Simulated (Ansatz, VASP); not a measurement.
## Two plane-wave programs on Al3GaAs4

```
Al Ga As
1.0
     4.05548    0.00000    0.00000
     0.00000    4.05548    0.00000
     0.00000    0.00000   11.45583
Al Ga As
3 1 4
Direct
  0.00000 0.00000 0.74976
  0.00000 0.00000 0.25024
  0.50000 0.50000 0.50000
  0.50000 0.50000 0.00000
  0.50000 0.00000 0.87413
  0.00000 0.50000 0.12587
  0.50000 0.00000 0.37511
  0.00000 0.50000 0.62489
```

Alike in both runs: task single point; functional PBE; k mesh 4 × 4 × 2; occupations gaussian, width 0.1 eV; no spin polarisation.

|  | VASP | Ansatz |
| --- | --- | --- |
| version | VASP 6.6.1 | Ansatz 0.2.0 |
| potentials or method | VASP PAW PBE potentials, release 64 (Al, Ga_d, As), cutoff 520 eV | scalar-relativistic, plane waves, PAW |
| valence electrons in the cell | 42 | 82 |

```csv
,VASP,Ansatz,Ansatz less VASP
gap on the k mesh at the Fermi level (eV),1.27,1.26,-0.003
least direct gap on the mesh (eV),1.27,1.26,-0.003
pressure (GPa),0.2,0.1,-0.16
"traceless stress, the component that is largest in VASP (GPa)",-0.54,-0.54,+0.003
rms of the force components (eV/Å),0.006,0.005,-0.0010
```

Atom by atom the forces differ by 0.001 eV/Å (rms over components). The functional is the same, so the differences come from potentials, cutoffs and numerics. VASP's potentials hold 42 valence electrons a cell and Ansatz's 82, so a difference there can come from the potentials and not from the codes.
